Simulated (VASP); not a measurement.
# CdSe (F-43m) in VASP: a series of runs

CdSe is run at these levels: RPBE, PBE+D4, r2SCAN+rVV10; tasks: relaxation of cell and atoms.

Everything below comes from runs of VASP 6.6.1. Logs are shortened: lines on timing, memory, paths and dates and some standing lists are left out, and cuts for length are marked.

### Step 1. The cell of the first run

It takes space group F-43m (No. 216, cubic). Conventional cell: a = 6.141 Å, b = 6.141 Å, c = 6.141 Å, α = 90.00°, β = 90.00°, γ = 90.00°. Within 3.5 Å of Cd (site symmetry -43m) lie 4 Se at 2.66 Å. Se (site symmetry -43m) has 4 Cd at 2.66 Å within 3.5 Å.

### Step 2. Relaxation of cell and atoms, RPBE

The input, INCAR:

```
PREC     = Accurate       # precision mode
ENCUT    = 600            # plane-wave cutoff, eV
EDIFF    = 1E-6           # SCF threshold, eV
ISMEAR   = 0              # smearing method
SIGMA    = 0.01           # smearing width, eV
LREAL    = F              # projectors in reciprocal space
LASPH    = T              # aspherical terms in the spheres
NELM     = 60             # most SCF steps
ALGO     = Normal         # electronic algorithm
ISIF     = 3              # what is computed and relaxed
LWAVE    = F              # write WAVECAR
LCHARG   = F              # write CHGCAR
GGA      = RP             # functional
IBRION   = 2              # ionic algorithm
NSW      = 80             # ionic steps
EDIFFG   = -0.01          # ionic threshold
```

The input, KPOINTS:

```
regular mesh
0
Gamma
  5 5 5
```

The input, POSCAR:

```
CdSe
1.0
    0.0000000000      3.0702710000      3.0702710000
    3.0702710000      0.0000000000      3.0702710000
    3.0702710000      3.0702710000      0.0000000000
Cd Se
1 1
Direct
    0.0000000000      0.0000000000      0.0000000000
    0.7500000000      0.7500000000      0.7500000000
```

Potentials or basis: VASP PAW PBE potentials, release 64 (Cd, Se).

Launch:

```bash
$ cat potpaw_PBE.64/Cd/POTCAR potpaw_PBE.64/Se/POTCAR > POTCAR
$ mpirun -np 1 vasp_std > vasp.out
```

OUTCAR:

```text
PREC = Accurate
   ENCUT = 600
   EDIFF = 1E-6
   ISMEAR = 0
   LREAL = F
   LASPH = T
   NELM = 60
   ISIF = 3
   GGA = RP
   IBRION = 2
   NSW = 80
   EDIFFG = -0.01

 ion  position               nearest neighbor table
   1  0.000  0.000  0.000-   2 2.66   2 2.66   2 2.66   2 2.66
   2  0.750  0.750  0.750-   1 2.66   1 2.66   1 2.66   1 2.66

  LATTYP: Found a face centered cubic cell.
 ALAT       =     6.1405420000

  Lattice vectors:

 A1 = (   0.0000000000,   3.0702710000,   3.0702710000)
 A2 = (   3.0702710000,   0.0000000000,   3.0702710000)
 A3 = (   3.0702710000,   3.0702710000,   0.0000000000)

Analysis of symmetry for initial positions (statically):
=====================================================================
 Subroutine PRICEL returns:
 Original cell was already a primitive cell.

 Routine SETGRP: Setting up the symmetry group for a
 face centered cubic supercell.

 Subroutine GETGRP returns: Found 24 space group operations
 (whereof 24 operations were pure point group operations)
 out of a pool of 48 trial point group operations.

The static configuration has the point symmetry T_d .

Analysis of symmetry for dynamics (positions and initial velocities):
=====================================================================
 Subroutine PRICEL returns:
 Original cell was already a primitive cell.

 Routine SETGRP: Setting up the symmetry group for a
 face centered cubic supercell.

 Subroutine GETGRP returns: Found 24 space group operations
 (whereof 24 operations were pure point group operations)
 out of a pool of 48 trial point group operations.

The dynamic configuration has the point symmetry T_d .

 Subroutine INISYM returns: Found 24 space group operations
 (whereof 24 operations are pure point group operations),
 and found     1 'primitive' translations

----------------------------------------------------------------------------------------

                                     Primitive cell

  volume of cell :      57.8842

  direct lattice vectors                    reciprocal lattice vectors
     0.000000000  3.070271000  3.070271000    -0.162852074  0.162852074  0.162852074
     3.070271000  0.000000000  3.070271000     0.162852074 -0.162852074  0.162852074
     3.070271000  3.070271000  0.000000000     0.162852074  0.162852074 -0.162852074

  length of vectors
     4.342018888  4.342018888  4.342018888     0.282068066  0.282068066  0.282068066

  position of ions in fractional coordinates (direct lattice)
     0.000000000  0.000000000  0.000000000
     0.750000000  0.750000000  0.750000000

  ion indices of the primitive-cell ions
   primitive index   ion index
                 1           1
                 2           2

----------------------------------------------------------------------------------------

 KPOINTS: regular mesh

Automatic generation of k-mesh.
 Grid dimensions read from file:
 generate k-points for:    5    5    5

 Generating k-lattice:

  Cartesian coordinates                     Fractional coordinates (reciprocal lattice)
    -0.032570415  0.032570415  0.032570415     0.200000000  0.000000000  0.000000000
     0.032570415 -0.032570415  0.032570415     0.000000000  0.200000000  0.000000000
     0.032570415  0.032570415 -0.032570415     0.000000000  0.000000000  0.200000000

  Length of vectors
     0.056413613  0.056413613  0.056413613

  Shift w.r.t. Gamma in fractional coordinates (k-lattice)
     0.000000000  0.000000000  0.000000000

 Subroutine IBZKPT returns following result:
 ===========================================

 Found     10 irreducible k-points:

 Following reciprocal coordinates:
            Coordinates               Weight
  0.000000  0.000000  0.000000      1.000000
  0.200000  0.000000  0.000000      8.000000
  0.400000  0.000000  0.000000      8.000000
  0.200000  0.200000  0.000000      6.000000
  0.400000  0.200000  0.000000     24.000000
 -0.400000  0.200000  0.000000     24.000000
 -0.200000  0.200000  0.000000     12.000000
  0.400000  0.400000  0.000000      6.000000
 -0.400000  0.400000  0.000000     12.000000
 -0.400000  0.400000  0.200000     24.000000
   k-points           NKPTS =     10   k-points in BZ     NKDIM =     10   number of bands    NBANDS=     13
   number of dos      NEDOS =    301   number of ions     NIONS =      2
   total plane-waves  NPLWV =  46656
   dimension x,y,z NGX =    36 NGY =   36 NGZ =   36
   dimension x,y,z NGXF=    72 NGYF=   72 NGZF=   72
   ions per type =               1   1
   NGX,Y,Z   is equivalent  to a cutoff of  13.78, 13.78, 13.78 a.u.
   NGXF,Y,Z  is equivalent  to a cutoff of  27.57, 27.57, 27.57 a.u.
 SYSTEM =  unknown system
   PREC   = accura    normal or accurate (medium, high low for compatibility)
   ISTART =      0    job   : 0-new  1-cont  2-samecut
   ICHARG =      2    charge: 1-file 2-atom 10-const
   ISPIN  =      1    spin polarized calculation?
   LNONCOLLINEAR =      F non collinear calculations
   LSORBIT =      F    spin-orbit coupling
   LASPH  =      T    aspherical Exc in radial PAW
   ENCUT  =  600.0 eV  44.10 Ry    6.64 a.u.   8.67  8.67  8.67*2*pi/ulx,y,z
   NELM   =     60;   NELMIN=  2; NELMDL= -5     # of ELM steps
   EDIFF  = 0.1E-05   stopping-criterion for ELM
   LREAL  =      F    real-space projection
   EDIFFG = -.1E-01   stopping-criterion for IOM
   NSW    =     80    number of steps for IOM
   IBRION =      2    ionic relax: 0-MD 1-quasi-New 2-CG
   NFREE  =      1    steps in history (QN), initial steepest desc. (CG)
   ISIF   =      3    stress and relaxation
   ISYM   =      2    0-nonsym 1-usesym 2-fastsym
   POTIM  = 0.5000    time-step for ionic-motion
   TEBEG  =    0.0;   TEEND  =   0.0 temperature during run
   PSTRESS=    0.0 pullay stress
   NELECT =      18.0000    total number of electrons
   NUPDOWN=      -1.0000    fix difference up-down
   EMIN   =  10.00;   EMAX   =-10.00  energy-range for DOS
   EFERMI =   0.00;   METHOD = LEGACY
   ISMEAR =     0;   SIGMA  =   0.01  broadening in eV -4-tet -1-fermi 0-gaus
   EFERMI_NEDOS =   21; number of points for ismear=-14 and -15
   IALGO  =     38    algorithm
   IMIX   =      4    mixing-type and parameters
     AMIX     =   0.40;   BMIX     =  1.00
     AMIX_MAG =   1.60;   BMIX_MAG =  1.00
  volume/ion in A,a.u.               =      28.94       195.31
  Fermi-wavevector in a.u.,A,eV,Ry     =   1.109121  2.095935 16.737201  1.230150
  Thomas-Fermi vector in A             =   2.245657
   LORBIT       =      0    0 simple, 1 ext, 2 COOP (PROOUT), +10 PAW based schemes
   GGA     = RP    functional components
   LHFCALC =     F    Hartree Fock is set to
   AEXX    =    0.0000 exact exchange contribution
   IVDW    =     0    specifies the selected vdW correction
   LEPSILON=     F    determine dielectric tensor
   LRPA    =     F    only Hartree local field effects (RPA)
 conjugate gradient relaxation of ions
 non-spin polarized calculation
 Gauss-broadening in eV      SIGMA  =   0.01
  energy-cutoff  :      600.00
  volume of cell :       57.88
 maximum number of plane-waves:      1944
   NGX = 17   NGY = 17   NGZ = 17

--------------------------------------- Ionic step        1  -------------------------------------------

 number of electron      17.9999997 magnetization

 Free energy of the ion-electron system (eV)
  ---------------------------------------------------
  ext. energy  EPLUGINS =         0.00000000
  ---------------------------------------------------
  free energy    TOTEN  =        -4.82278021 eV

  energy without entropy =       -4.82278021  energy(sigma->0) =       -4.82278021

------------------------ aborting loop because EDIFF is reached ----------------------------------------

  FORCE on cell =-STRESS in cart. coord.  units (eV):
  Direction    XX          YY          ZZ          XY          YZ          ZX
  --------------------------------------------------------------------------------------
  -------------------------------------------------------------------------------------
  Total        1.2503755      1.2503755      1.2503755      0.0000000     -0.0000000      0.0000000
  in kB       34.6091478     34.6091478     34.6091478      0.0000000     -0.0000000      0.0000000
  external PRESSURE =      34.6091478 kB  Pullay stress =       0.0000000 kB

 VOLUME and BASIS-vectors are now :
 -----------------------------------------------------------------------------
  energy-cutoff  :      600.00
  volume of cell :       57.88
      direct lattice vectors                 reciprocal lattice vectors
     0.000000000  3.070271000  3.070271000    -0.162852074  0.162852074  0.162852074
     3.070271000  0.000000000  3.070271000     0.162852074 -0.162852074  0.162852074
     3.070271000  3.070271000  0.000000000     0.162852074  0.162852074 -0.162852074

 POSITION                                       TOTAL-FORCE (eV/Angst)
 -----------------------------------------------------------------------------------
      0.00000      0.00000      0.00000        -0.000000     -0.000000     -0.000000
      4.60541      4.60541      4.60541         0.000000      0.000000      0.000000
 -----------------------------------------------------------------------------------
    total drift:                                0.000000      0.000000      0.000000

  FREE ENERGIE OF THE ION-ELECTRON SYSTEM (eV)
  ---------------------------------------------------
  free  energy   TOTEN  =        -4.8227802095 eV
[... 17 lines left out ...]
 VOLUME and BASIS-vectors are now :
 -----------------------------------------------------------------------------
  energy-cutoff  :      600.00
  volume of cell :       63.28
      direct lattice vectors                 reciprocal lattice vectors
    -0.000000000  3.162872572  3.162872572    -0.158084143  0.158084143  0.158084143
     3.162872572 -0.000000000  3.162872572     0.158084143 -0.158084143  0.158084143
     3.162872572  3.162872572  0.000000000     0.158084143  0.158084143 -0.158084143

 POSITION                                       TOTAL-FORCE (eV/Angst)
 -----------------------------------------------------------------------------------
      6.32575      6.32575      6.32575         0.000000      0.000000      0.000000
      4.74431      4.74431      4.74431        -0.000000     -0.000000     -0.000000
 -----------------------------------------------------------------------------------
    total drift:                                0.000000      0.000000      0.000000

  FREE ENERGIE OF THE ION-ELECTRON SYSTEM (eV)
  ---------------------------------------------------
  free  energy   TOTEN  =        -4.8663414220 eV

  energy  without entropy=       -4.8663414220  energy(sigma->0) =       -4.86634142

--------------------------------------- Ionic step        3  -------------------------------------------

 number of electron      18.0000004 magnetization

 Free energy of the ion-electron system (eV)
  ---------------------------------------------------
  ext. energy  EPLUGINS =         0.00000000
  ---------------------------------------------------
  free energy    TOTEN  =        -4.86790430 eV

  energy without entropy =       -4.86790430  energy(sigma->0) =       -4.86790430

 E-fermi :   0.4194     XC(G=0):  -8.1631

 val. band max:        0.3143919584   @ k =   0.0000   0.0000   0.0000
 cond. band min:       0.8774315056   @ k =   0.0000   0.0000   0.0000
 fundamental gap:      0.5630395471
 Fermi energy:         0.4194242375

 k-point     1 :       0.0000    0.0000    0.0000
  band No.  band energies     occupation
      1     -11.7041      2.00000
      2      -7.3507      2.00000
      3      -7.3507      2.00000
      4      -7.3507      2.00000
      5      -7.0803      2.00000
      6      -7.0803      2.00000
      7       0.3144      2.00000
      8       0.3144      2.00000
      9       0.3144      2.00000
     10       0.8774      0.00000
     11       6.3029      0.00000
     12       6.3029      0.00000
     13       6.3029      0.00000

 k-point     2 :       0.2000    0.0000    0.0000
  band No.  band energies     occupation
      1     -11.6069      2.00000
      2      -7.3221      2.00000
      3      -7.3221      2.00000
      4      -7.2379      2.00000
      5      -7.0800      2.00000
      6      -7.0800      2.00000
      7      -1.5553      2.00000
      8       0.0851      2.00000
      9       0.0851      2.00000
     10       2.3193      0.00000
     11       6.0960      0.00000
     12       6.6681      0.00000
     13       6.6681      0.00000
[... 139 lines left out ...]
 VOLUME and BASIS-vectors are now :
 -----------------------------------------------------------------------------
  energy-cutoff  :      600.00
  volume of cell :       62.36
      direct lattice vectors                 reciprocal lattice vectors
    -0.000000000  3.147368266  3.147368266    -0.158862884  0.158862884  0.158862884
     3.147368266 -0.000000000  3.147368266     0.158862884 -0.158862884  0.158862884
     3.147368266  3.147368266  0.000000000     0.158862884  0.158862884 -0.158862884

 POSITION                                       TOTAL-FORCE (eV/Angst)
 -----------------------------------------------------------------------------------
      0.00000      0.00000      0.00000        -0.000000      0.000000     -0.000000
      4.72105      4.72105      4.72105         0.000000     -0.000000      0.000000
 -----------------------------------------------------------------------------------
    total drift:                                0.000000      0.000000      0.000000

  FREE ENERGIE OF THE ION-ELECTRON SYSTEM (eV)
  ---------------------------------------------------
  free  energy   TOTEN  =        -4.8679042988 eV

  energy  without entropy=       -4.8679042988  energy(sigma->0) =       -4.86790430

 reached required accuracy - stopping structural energy minimisation
```

It took 81 s on 1 thread of AMD EPYC 7R13, shared host; peak memory 0.18 GiB.

What came out:

* Free energy: -4.8679 eV
* Relaxed volume: 31.18 Å³/atom
* Relaxed cell: a = 4.451 Å, b = 4.451 Å, c = 4.451 Å, α = 60.00°, β = 60.00°, γ = 60.00°
* Space group after relaxing (to 0.05 Å): F-43m (No. 216)
* Energy gained by relaxing: 22.6 meV/atom
* Ionic steps: 3
* Pressure after relaxing: 0.0 GPa
* Band gap on the k mesh: 0.56 eV, direct

The path:
| step | energy change (eV) | largest force (eV/Å) | pressure (GPa) | volume (Å³) |
| --- | --- | --- | --- | --- |
| 1 | 0.0000 | 0.0000 | 3.46 | 57.88 |
| 2 | -0.0436 | 0.0000 | -0.54 | 63.28 |
| 3 | -0.0451 | 0.0000 | 0.02 | 62.36 |

Final structure:
```xyz
2
Lattice="0.0000 3.1474 3.1474 3.1474 0.0000 3.1474 3.1474 3.1474 0.0000" Properties=species:S:1:pos:R:3 pbc="T T T"
Cd    0.0000    0.0000    0.0000
Se    4.7211    4.7211    4.7211
```

Caveat: the PAW data sets were made with another functional, which shifts forces and pressure a little. A hybrid or GW would open this gap; RPBE tends to underestimate it.

### Step 3. Relaxation of cell and atoms, PBE+D4

INCAR, as its differences from that of step 2:

```diff
@@ -7,3 +7,3 @@
 LASPH    = T              # aspherical terms in the spheres
-NELM     = 60             # most SCF steps
+NELM     = 100            # most SCF steps
 ALGO     = Normal         # electronic algorithm
@@ -12,3 +12,4 @@
 LCHARG   = F              # write CHGCAR
-GGA      = RP             # functional
+GGA      = PE             # functional
+IVDW     = 13             # dispersion correction
 IBRION   = 2              # ionic algorithm
```

KPOINTS is that of step 2.

POSCAR is that of step 2.

Potentials or basis: VASP PAW PBE potentials, release 64 (Cd, Se).

Launch:

```bash
$ cat potpaw_PBE.64/Cd/POTCAR potpaw_PBE.64/Se/POTCAR > POTCAR
$ mpirun -np 1 vasp_std > vasp.out
```

It took 70 s on 1 thread of AMD EPYC 7R13, shared host; peak memory 0.18 GiB.

The run converged. Its results:

| Item | Value |
| --- | --- |
| Free energy | -6.1042 eV |
| Relaxed volume | 28.72 Å³/atom |
| Relaxed cell | a = 4.331 Å, b = 4.331 Å, c = 4.331 Å, α = 60.00°, β = 60.00°, γ = 60.00° |
| Space group after relaxing (to 0.05 Å) | F-43m (No. 216) |
| Energy gained by relaxing | 0.3 meV/atom |
| Ionic steps | 3 |
| Pressure after relaxing | 0.0 GPa |
| Band gap on the k mesh | 0.56 eV, direct |
| Dispersion energy per atom | -0.316 eV |

Step by step:
| step | energy change (eV) | largest force (eV/Å) | pressure (GPa) | volume (Å³) |
| --- | --- | --- | --- | --- |
| 1 | 0.0000 | 0.0000 | -0.38 | 57.88 |
| 2 | -0.0005 | 0.0000 | 0.12 | 57.32 |
| 3 | -0.0005 | 0.0000 | 0.01 | 57.44 |

Final structure:
```cif
data_structure
_symmetry_space_group_name_H-M 'P 1'
_symmetry_Int_Tables_number 1
_cell_length_a 4.3310
_cell_length_b 4.3310
_cell_length_c 4.3310
_cell_angle_alpha 60.000
_cell_angle_beta 60.000
_cell_angle_gamma 60.000
_cell_volume 57.44
loop_
_atom_site_label
_atom_site_type_symbol
_atom_site_fract_x
_atom_site_fract_y
_atom_site_fract_z
_atom_site_occupancy
Cd1 Cd 0.00000 0.00000 0.00000 1
Se1 Se 0.75000 0.75000 0.75000 1
```

Levels at points of the mesh, in eV from the valence-band top:
| k point | band 6 | band 7 | band 8 | band 9 | band 10 | band 11 | band 12 | band 13 |
| --- | --- | --- | --- | --- | --- | --- | --- | --- |
| (0.00, 0.00, 0.00) | -7.53 | 0.00 | 0.00 | 0.00 | 0.56 | 5.93 | 5.93 | 5.93 |

(Continued in part 2 of 2.)
